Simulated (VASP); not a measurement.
The system is ZnSn3N2.

```
CELL_PARAMETERS angstrom
3.47155 2.00430 3.12263
-3.47155 2.00430 3.12263
0.00000 -4.00860 3.12263
ATOMIC_POSITIONS crystal
Zn 0.00000 0.00000 0.00000
Sn 0.00000 0.50000 0.50000
Sn 0.50000 0.00000 0.50000
Sn 0.50000 0.50000 0.00000
N 0.23967 0.23967 0.23967
N 0.76033 0.76033 0.76033
```

| Item | Value |
| --- | --- |
| Program | VASP 6.6.1 |
| Task | relaxation of cell and atoms |
| Functional | PBE |
| Potentials or basis | VASP PAW PBE potentials, release 64 (Zn, Sn_d, N) |
| Cutoff | 600 eV |
| k mesh | 3 × 3 × 3 |
| Occupations | gaussian, width 0.1 eV |
| Spin | no spin polarisation |

At the start: pressure -2.3 GPa; volume 21.73 Å³/atom.

Q: Where does the relaxation end?

A: Over 21 steps the energy falls by 364.7 meV/atom and the volume is 20.48 Å³/atom (-5.7 %); space group R-3m (No. 166, to 0.05 Å).

The path:
```csv
step,energy change (eV),largest force (eV/Å),pressure (GPa),volume (Å³)
1,0.0000,1.7910,-2.25,130.36
2,-1.1100,1.4977,-0.72,124.32
3,11.9423,42.7466,67.79,102.69
4,-1.0205,1.8620,-0.23,123.26
5,-1.4134,3.3611,10.25,113.58
6,-1.6121,0.8626,2.30,119.14
7,-1.7436,0.6406,5.38,116.41
8,-1.7467,0.3949,4.91,116.76
9,-1.8626,2.1687,1.04,126.89
10,-1.9102,1.4781,2.13,123.26
11,-1.9510,0.2628,-3.36,132.13
12,-1.9994,0.3654,-1.26,128.15
13,-2.0578,0.3028,-0.92,126.81
14,-2.1721,0.0935,0.44,122.66
15,-2.1785,0.0340,1.25,120.73
16,-2.1803,0.0078,1.00,121.31
17,-2.1811,0.1586,-0.87,124.42
18,-2.1876,0.0769,0.03,122.90
19,-2.1876,0.0751,0.03,122.87
20,-2.1873,0.0981,0.16,122.93
21,-2.1879,0.0041,0.08,122.89
```

Final structure:
```xyz
6
Lattice="3.8600 2.2285 2.3811 -3.8600 2.2285 2.3811 0.0000 -4.4571 2.3811" Properties=species:S:1:pos:R:3 pbc="T T T"
Zn    0.0000    0.0000    0.0000
Sn   -1.9300   -1.1143    2.3811
Sn    1.9300   -1.1143    2.3811
Sn    0.0000    2.2285    2.3811
N     0.0000    0.0000    1.8392
N     0.0000    0.0000    5.3041
```

Caveat: the k points lie up to 0.43 Å⁻¹ apart in the final cell.
